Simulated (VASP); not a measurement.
Crystal: HfC.

```
Hf C
1.0
     0.00000    2.32500    2.32500
     2.32500    0.00000    2.32500
     2.32500    2.32500    0.00000
Hf C
1 1
Direct
  0.50000 0.50000 0.50000
  0.00000 0.00000 0.00000
```

Base run:

* Program: VASP 6.6.1
* Functional: PBEsol
* Potentials or basis: VASP PAW PBE potentials, release 64 (Hf_pv, C)
* Cutoff: 520 eV
* k mesh: 10 × 10 × 10
* Occupations: fermi-dirac, width 0.05 eV
* Spin: no spin polarisation
* Hubbard terms: Hf d U = 1.0 eV

Its results: band gap on the k mesh zero (band 7 reaches 6.92 eV, above the bottom of band 8 at 5.51 eV); pressure -3.4 GPa.

Task: The run is repeated on the same cell with these changes: hubbard terms from Hf d U = 1.0 eV to Hf d U = 3.0 eV. What comes out?

Result: Band gap on the k mesh zero (band 7 reaches 7.10 eV, above the bottom of band 8 at 5.72 eV); pressure 3.9 GPa.

Caveats: the PAW data sets were made with another functional, which shifts forces and pressure a little; spin-orbit coupling is left out, which moves the levels of the heavy elements; U without spin polarisation on a metal has little footing; the U is typed as a test and isn't derived for this compound.
